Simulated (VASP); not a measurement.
# B (P6_3/mmc) in VASP: density of states with PBE

Aim: the density of states of B with PBE.

All numbers are computed with VASP 6.6.1; they aren't measurements. Logs are shortened: lines on timing, memory, paths and dates and some standing lists are left out, and cuts for length are marked.

### 1 The cell of the first run

Symmetry: P6_3/mmc, No. 194, hexagonal system. The conventional cell has a = 2.994 Å, b = 2.994 Å, c = 4.043 Å, α = 90.00°, β = 90.00°, γ = 120.00°. Within 2.3 Å of B (site symmetry -6m2) lie 5 B at 1.73 to 2.02 Å. B (site symmetry -6m2) has 3 B at 1.73 Å within 2.3 Å.

### 2 Density of states, PBE

POSCAR

```
B
1.0
    2.9937075309      0.0000000000      0.0000000000
   -1.4968537654      2.5926267733      0.0000000000
    0.0000000000      0.0000000000      4.0430974224
B
4
Direct
    0.0000000000      0.0000000000      0.2500000000
    0.0000000000      0.0000000000      0.7500000000
    0.3333333333      0.6666666667      0.2500000000
    0.6666666667      0.3333333333      0.7500000000
```

INCAR.step1

```
SYSTEM = B
PREC = Accurate
ENCUT = 520
EDIFF = 1E-7
ISMEAR = -1
SIGMA = 0.05
LREAL = .FALSE.
LASPH = .TRUE.
NELM = 60
ALGO = Normal
ISIF = 2
LWAVE = .FALSE.
LCHARG = .TRUE.
GGA = PE
NBANDS = 14
```

KPOINTS.step1

```
regular mesh
0
G
  15 15 5
  0 0 0
```

INCAR.step2

```
SYSTEM = B
PREC = Accurate
ENCUT = 520
EDIFF = 1E-7
ISMEAR = -5
SIGMA = 0.05
LREAL = .FALSE.
LASPH = .TRUE.
NELM = 60
ALGO = Normal
ISIF = 2
LWAVE = .FALSE.
LCHARG = .FALSE.
GGA = PE
LORBIT = 11
NBANDS = 14
NEDOS = 1001
ICHARG = 11
```

KPOINTS.step2

```
regular mesh
0
G
  23 23 8
  0 0 0
```

Potentials or basis: VASP PAW PBE potentials, release 64 (B).

The run is started by

```sh
> cat potpaw_PBE.64/B/POTCAR > POTCAR
> cp INCAR.step1 INCAR
> cp KPOINTS.step1 KPOINTS
> mpirun -np 1 vasp_std > vasp.out
> cp INCAR.step2 INCAR
> cp KPOINTS.step2 KPOINTS
> mpirun -np 1 vasp_std > vasp.out
```

OUTCAR:

```text
SYSTEM = B
   PREC = Accurate
   ENCUT = 520
   EDIFF = 1E-7
   ISMEAR = -5
   LREAL = .FALSE.
   LASPH = .TRUE.
   NELM = 60
   ISIF = 2
   GGA = PE
   LORBIT = 11
   ICHARG = 11

 ion  position               nearest neighbor table
   1  0.000  0.000  0.250-   3 1.73   3 1.73   3 1.73   2 2.02   2 2.02
   2  0.000  0.000  0.750-   4 1.73   4 1.73   4 1.73   1 2.02   1 2.02
   3  0.333  0.667  0.250-   1 1.73   1 1.73   1 1.73
   4  0.667  0.333  0.750-   2 1.73   2 1.73   2 1.73

  LATTYP: Found a hexagonal cell.
 ALAT       =     2.9937075309
 C/A-ratio  =     1.3505318675

  Lattice vectors:

 A1 = (   2.9937075309,   0.0000000000,   0.0000000000)
 A2 = (  -1.4968537654,   2.5926267733,   0.0000000000)
 A3 = (   0.0000000000,   0.0000000000,   4.0430974224)

Analysis of symmetry for initial positions (statically):
=====================================================================
 Subroutine PRICEL returns:
 Original cell was already a primitive cell.

 Routine SETGRP: Setting up the symmetry group for a
 hexagonal supercell.

 Subroutine GETGRP returns: Found 24 space group operations
 (whereof 12 operations were pure point group operations)
 out of a pool of 24 trial point group operations.

The static configuration has the point symmetry D_3d.
 The point group associated with its full space group is D_6h.

Analysis of symmetry for dynamics (positions and initial velocities):
=====================================================================
 Subroutine PRICEL returns:
 Original cell was already a primitive cell.

 Routine SETGRP: Setting up the symmetry group for a
 hexagonal supercell.

 Subroutine GETGRP returns: Found 24 space group operations
 (whereof 12 operations were pure point group operations)
 out of a pool of 24 trial point group operations.

The dynamic configuration has the point symmetry D_3d.
 The point group associated with its full space group is D_6h.

 Subroutine INISYM returns: Found 24 space group operations
 (whereof 12 operations are pure point group operations),
 and found     1 'primitive' translations

----------------------------------------------------------------------------------------

                                     Primitive cell

  volume of cell :      31.3808

  direct lattice vectors                    reciprocal lattice vectors
     2.993707531  0.000000000  0.000000000     0.334033966  0.192854600  0.000000000
    -1.496853765  2.592626773  0.000000000     0.000000000  0.385709201  0.000000000
     0.000000000  0.000000000  4.043097422     0.000000000  0.000000000  0.247335123

  length of vectors
     2.993707531  2.993707531  4.043097422     0.385709201  0.385709201  0.247335123

  position of ions in fractional coordinates (direct lattice)
     0.000000000  0.000000000  0.250000000
     0.000000000  0.000000000  0.750000000
     0.333333333  0.666666667  0.250000000
     0.666666667  0.333333333  0.750000000

  ion indices of the primitive-cell ions
   primitive index   ion index
                 1           1
                 2           2
                 3           3
                 4           4

----------------------------------------------------------------------------------------

 KPOINTS: regular mesh

Automatic generation of k-mesh.
 Grid dimensions read from file:
 generate k-points for:   23   23    8

 Generating k-lattice:

  Cartesian coordinates                     Fractional coordinates (reciprocal lattice)
     0.014523216  0.008384983  0.000000000     0.043478261 -0.000000000  0.000000000
     0.000000000  0.016769965  0.000000000     0.000000000  0.043478261  0.000000000
     0.000000000  0.000000000  0.030916890     0.000000000  0.000000000  0.125000000

  Length of vectors
     0.016769965  0.016769965  0.030916890

  Shift w.r.t. Gamma in fractional coordinates (k-lattice)
     0.000000000  0.000000000  0.000000000

 TETIRR: Found   4324 inequivalent tetrahedra from    25392

 Subroutine IBZKPT returns following result:
 ===========================================

 Found    280 irreducible k-points:

 Following reciprocal coordinates:
            Coordinates               Weight
  0.000000  0.000000  0.000000      1.000000
  0.043478 -0.000000  0.000000      6.000000
  0.086957 -0.000000  0.000000      6.000000
  0.130435 -0.000000  0.000000      6.000000
  0.173913  0.000000  0.000000      6.000000
  0.217391 -0.000000  0.000000      6.000000
[... 16 lines left out ...]
  0.478261  0.043478  0.000000      6.000000
  0.086957  0.086957  0.000000      6.000000
 [... further k-points ...]
   k-points           NKPTS =    280   k-points in BZ     NKDIM =    280   number of bands    NBANDS=     14
   number of dos      NEDOS =   1001   number of ions     NIONS =      4
   total plane-waves  NPLWV =  17280
   dimension x,y,z NGX =    24 NGY =   24 NGZ =   30
   dimension x,y,z NGXF=    48 NGYF=   48 NGZF=   60
   ions per type =               4
   NGX,Y,Z   is equivalent  to a cutoff of  13.33, 13.33, 12.34 a.u.
   NGXF,Y,Z  is equivalent  to a cutoff of  26.66, 26.66, 24.67 a.u.
 SYSTEM =  B
   PREC   = accura    normal or accurate (medium, high low for compatibility)
   ISTART =      0    job   : 0-new  1-cont  2-samecut
   ICHARG =     11    charge: 1-file 2-atom 10-const
   ISPIN  =      1    spin polarized calculation?
   LNONCOLLINEAR =      F non collinear calculations
   LSORBIT =      F    spin-orbit coupling
   LASPH  =      T    aspherical Exc in radial PAW
   ENCUT  =  520.0 eV  38.22 Ry    6.18 a.u.   5.57  5.57  7.52*2*pi/ulx,y,z
   NELM   =     60;   NELMIN=  2; NELMDL=  0     # of ELM steps
   EDIFF  = 0.1E-06   stopping-criterion for ELM
   LREAL  =      F    real-space projection
   EDIFFG = 0.1E-05   stopping-criterion for IOM
   NSW    =      0    number of steps for IOM
   IBRION =     -1    ionic relax: 0-MD 1-quasi-New 2-CG
   NFREE  =      0    steps in history (QN), initial steepest desc. (CG)
   ISIF   =      2    stress and relaxation
   ISYM   =      2    0-nonsym 1-usesym 2-fastsym
   POTIM  = 0.5000    time-step for ionic-motion
   TEBEG  =    0.0;   TEEND  =   0.0 temperature during run
   PSTRESS=    0.0 pullay stress
   NELECT =      12.0000    total number of electrons
   NUPDOWN=      -1.0000    fix difference up-down
   EMIN   =  10.00;   EMAX   =-10.00  energy-range for DOS
   EFERMI =   0.00;   METHOD = LEGACY
   ISMEAR =    -5;   SIGMA  =   0.05  broadening in eV -4-tet -1-fermi 0-gaus
   EFERMI_NEDOS =   21; number of points for ismear=-14 and -15
   IALGO  =     38    algorithm
   IMIX   =      4    mixing-type and parameters
     AMIX     =   0.40;   BMIX     =  1.00
     AMIX_MAG =   1.60;   BMIX_MAG =  1.00
  volume/ion in A,a.u.               =       7.85        52.94
  Fermi-wavevector in a.u.,A,eV,Ry     =   1.188267  2.245499 19.211135  1.411979
  Thomas-Fermi vector in A             =   2.324400
   LORBIT       =     11    0 simple, 1 ext, 2 COOP (PROOUT), +10 PAW based schemes
   GGA     = PE    functional components
   LHFCALC =     F    Hartree Fock is set to
   AEXX    =    0.0000 exact exchange contribution
   IVDW    =     0    specifies the selected vdW correction
   LEPSILON=     F    determine dielectric tensor
   LRPA    =     F    only Hartree local field effects (RPA)
 non-spin polarized calculation
 Fermi weights with tetrahedron method with Bloechl corrections
  energy-cutoff  :      520.00
  volume of cell :       31.38
 maximum number of plane-waves:       879
 NGX is ok and might be reduce to    24

 number of electron      11.9999999 magnetization

 Free energy of the ion-electron system (eV)
  ---------------------------------------------------
  ext. energy  EPLUGINS =         0.00000000
  ---------------------------------------------------
  free energy    TOTEN  =       -23.26743922 eV

  energy without entropy =      -23.26743922  energy(sigma->0) =      -23.26743922

 E-fermi :   5.2454     XC(G=0): -11.5045

 val. band max:        5.4125950649   @ k =   0.0435   0.0435   0.5000
 cond. band min:       5.0441755085   @ k =   0.1739   0.1304   0.2500
 fundamental gap:     -0.3684195564
 Fermi energy:         5.2454365042

 k-point     1 :       0.0000    0.0000    0.0000
  band No.  band energies     occupation
      1      -8.8741      2.00000
      2      -1.6724      2.00000
      3      -1.2164      2.00000
      4       4.9136      2.00000
      5       4.9137      2.00000
      6       6.6043      0.00000
      7       6.6043      0.00000
      8      12.7806      0.00000
      9      12.9616      0.00000
     10      13.1613      0.00000
     11      13.1613      0.00000
     12      13.3074      0.00000
     13      15.0584      0.00000
     14      15.0584      0.00000

 k-point     2 :       0.0435   -0.0000    0.0000
  band No.  band energies     occupation
      1      -8.8407      2.00000
      2      -1.6348      2.00000
      3      -1.1913      2.00000
      4       4.6749      2.00000
      5       4.7697      2.00000
      6       6.6002      0.00000
      7       6.6685      0.00000
      8      12.7424      0.00000
      9      12.8343      0.00000
     10      12.9804      0.00000
     11      13.1953      0.00000
     12      13.4188      0.00000
     13      15.2094      0.00000
     14      15.2418      0.00000
[... 343 lines left out ...]
      1      -4.8725      2.00000
      2      -4.0743      2.00000
      3       1.4785      2.00000
      4       1.9632      2.00000
      5       2.0804      2.00000
      6       2.1908      2.00000
      7       5.1073      1.67849
      8       5.7224      0.00000
      9       9.5063      0.00000
     10      11.0454      0.00000
     11      17.6418      0.00000
     12      18.9717      0.00000
     13      19.3733      0.00000
     14      20.6474      0.00000

 k-point    24 :       0.0870    0.0870    0.0000
  band No.  band energies     occupation
      1      -8.4735      2.00000
      2      -1.2242      2.00000
      3      -0.9168      2.00000
      4       3.0278      2.00000
      5       3.5008      2.00000
      6       6.4029      0.00000
      7       6.6350      0.00000
      8      11.6022      0.00000
      9      12.2749      0.00000
     10      12.4261      0.00000
     11      12.6855      0.00000
     12      15.2730      0.00000
     13      16.3257      0.00000
     14      16.6446      0.00000

 [... further k-points ...]
[... 5 lines left out ...]
  --------------------------------------------------------------------------------------
  -------------------------------------------------------------------------------------
  Total        0.1293289      0.1293289     -0.1869715      0.0000000      0.0000000     -0.0000000
  in kB        6.6030194      6.6030194     -9.5460239      0.0000000      0.0000000     -0.0000000
  external PRESSURE =       1.2200050 kB  Pullay stress =       0.0000000 kB

 VOLUME and BASIS-vectors are now :
 -----------------------------------------------------------------------------
  energy-cutoff  :      520.00
  volume of cell :       31.38
      direct lattice vectors                 reciprocal lattice vectors
     2.993707531  0.000000000  0.000000000     0.334033966  0.192854600  0.000000000
    -1.496853765  2.592626773  0.000000000     0.000000000  0.385709201  0.000000000
     0.000000000  0.000000000  4.043097422     0.000000000  0.000000000  0.247335123

 POSITION                                       TOTAL-FORCE (eV/Angst)
 -----------------------------------------------------------------------------------
      0.00000      0.00000      1.01077         0.000000      0.000000     -0.000000
      0.00000      0.00000      3.03232         0.000000     -0.000000     -0.000000
     -0.00000      1.72842      1.01077         0.000000     -0.000000      0.000000
      1.49685      0.86421      3.03232        -0.000000      0.000000      0.000000
 -----------------------------------------------------------------------------------
    total drift:                               -0.000000      0.000000     -0.000000

  FREE ENERGIE OF THE ION-ELECTRON SYSTEM (eV)
  ---------------------------------------------------
  free  energy   TOTEN  =       -23.2674392199 eV

  energy  without entropy=      -23.2674392199  energy(sigma->0) =      -23.26743922

 total charge

# of ion       s       p       d       tot
------------------------------------------
    1        0.723   1.203   0.000   1.925
    2        0.723   1.203   0.000   1.925
    3        0.770   1.037   0.000   1.807
    4        0.770   1.037   0.000   1.807
--------------------------------------------------
tot          2.985   4.480   0.000   7.466
```

It took 27 s on 1 thread of Intel Xeon 6975P-C (Granite Rapids), shared host; peak memory 0.21 GiB.

What came out:

```
Valence electrons inside the program's atomic spheres : B 1.93, 1.81
```

Caveat: tetrahedron occupations give inexact forces and stress in metals.
